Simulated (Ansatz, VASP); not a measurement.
**Tl in VASP and in Ansatz**

INCAR

```
  PREC = Accurate
  ENCUT = 520
  EDIFF = 1E-6
  ISMEAR = -1
  SIGMA = 0.05
  LREAL = F
  LASPH = T
  NELM = 60
  ALGO = Normal
  ISIF = 2
  LWAVE = F
  LCHARG = F
  GGA = CA
  NBANDS = 12
```

KPOINTS

```
regular mesh
0
Gamma
  13 13 13
```

The input POSCAR:

```
Tl
1.0
   -1.9410000000      1.9410000000      1.9021800000
    1.9410000000     -1.9410000000      1.9021800000
    1.9410000000      1.9410000000     -1.9021800000
Tl
1
Direct
    0.0000000000      0.0000000000      0.0000000000
```

Input for Ansatz:

```yaml
crystal:
  lattice:
    - [-1.941, 1.941, 1.90218]
    - [1.941, -1.941, 1.90218]
    - [1.941, 1.941, -1.90218]
  atoms:
    - { symbol: Tl, position: [0.0, 0.0, 0.0] }
kpoints:
  mp_grid: { grid: [13, 13, 13] }
  band_path:
    path:
      - [0.0, 0.0, 0.0]
      - [0.0, 0.0, 0.5]
      - [-0.5, 0.5, 0.5]
      - [0.0, 0.0, 0.0]
      - [0.4901, 0.4901, -0.4901]
      - [-0.4901, 0.5099, 0.4901]
      - [-0.5, 0.5, 0.5]
      - [0.0, 0.0, 0.5]
      - [0.25, 0.25, 0.25]
    npoints: 5
scf:
  occupations: { method: fermi_dirac, width: 0.05 }
hamiltonian:
  xc: lda
  pseudopotentials: { kind: all_electron, lapw: { basis_error: 0.00025 } }
output:
  forces: true
  stress: true
  eigenvalues: true
```

Change from the starting cell: zz strain of -2 %.

Alike in both runs: task single point; functional LDA; k mesh 13 × 13 × 13; occupations fermi-dirac, width 0.05 eV; no spin polarisation.

```csv
,VASP,Ansatz
version,VASP 6.6.1,Ansatz 0.2.0
potentials or method,"VASP PAW LDA potentials, release 64 (Tl_d), cutoff 520 eV","all-electron LAPW, scalar-relativistic"
```

|  | VASP | Ansatz | Ansatz less VASP |
| --- | --- | --- | --- |
| pressure (GPa) | -1.8 | -1.9 | -0.04 |
| traceless stress, the component that is largest in VASP (GPa) | -0.20 | -0.21 | -0.006 |

LDA's correlation is that of Perdew and Zunger in VASP and of Perdew and Wang (1992) in Ansatz. Ansatz ran all-electron here, and VASP with PAW potentials.

Neither program's run includes spin-orbit coupling.
